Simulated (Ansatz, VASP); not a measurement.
**Sb: VASP beside Ansatz**

```xyz
2
Lattice="4.0586 0.0000 0.0000 -2.0293 3.5148 0.0000 0.0000 0.0000 27.1000" Properties=species:S:1:pos:R:3 pbc="T T T"
Sb    0.0000    2.3432    6.9986
Sb    2.0293    1.1716    8.6514
```

Alike in both runs: functional PBE; dispersion D4; k mesh 12 × 12 × 1; occupations gaussian, width 0.03 eV; no spin polarisation.

Ansatz relaxed the structure, and its values are those at the end. VASP's run is a single point on that final structure, the one shown.

```csv
,VASP,Ansatz
version,VASP 6.6.1,Ansatz 0.2.0
potentials or method,"VASP PAW PBE potentials, release 64 (Sb), cutoff 400 eV","scalar-relativistic, plane waves, PAW"
valence electrons in the cell,10,30
```

```tsv
	VASP	Ansatz	Ansatz less VASP
gap on the k mesh at the Fermi level (eV)	1.16	1.16	-0.007
least direct gap on the mesh (eV)	1.65	1.68	+0.029
rms of the force components (eV/Å)	0.047	0.000	-0.0472
```

VASP's potentials hold 10 valence electrons a cell and Ansatz's 30, so a difference there can come from the potentials and not from the codes. Ansatz's warnings: slab cell height set, structure snapped to symmetry.

Spin-orbit coupling is off throughout.
